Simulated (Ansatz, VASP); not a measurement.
**WS in VASP and in Ansatz**

```xyz
2
Lattice="0.0000 2.7420 2.7420 2.7420 0.0000 2.7420 2.7420 2.7420 0.0000" Properties=species:S:1:pos:R:3 pbc="T T T"
W     0.0000    0.0000    0.0000
S     2.7420    2.7420    2.7420
```

Alike in both runs: functional PBE; k mesh 14 × 14 × 14; occupations gaussian, width 0.1 eV; collinear spin; Hubbard terms W d U = 6.2 eV.

Ansatz relaxed the structure, and its values are those at the end. VASP's run is a single point on that final structure, the one shown.

```csv
,VASP,Ansatz
version,VASP 6.6.1,Ansatz 0.2.0
potentials or method,"VASP PAW PBE potentials, release 64 (W_sv, S), cutoff 520 eV","scalar-relativistic, plane waves, PAW"
valence electrons in the cell,20,20
```

```csv
,VASP,Ansatz,Ansatz less VASP
gap on the k mesh at the Fermi level (eV),none,none,-
pressure (GPa),-5.0,0.0,+5.01
net moment per atom (μB),1.86,2.00,+0.139
size of the moment on the site where the two differ most (μB),3.05,2.97,-0.075
```

The net moments are unlike, so the other rows may belong to different states. Site moments also hang on the region over which each program counts them. The programs project onto different local orbitals, so the same U acts differently, and such runs can settle in different states. A gap of «none» marks a metal or a gap that the smearing closes. Ansatz's warnings: filled band counts differ across k points.

Neither program's run includes spin-orbit coupling.
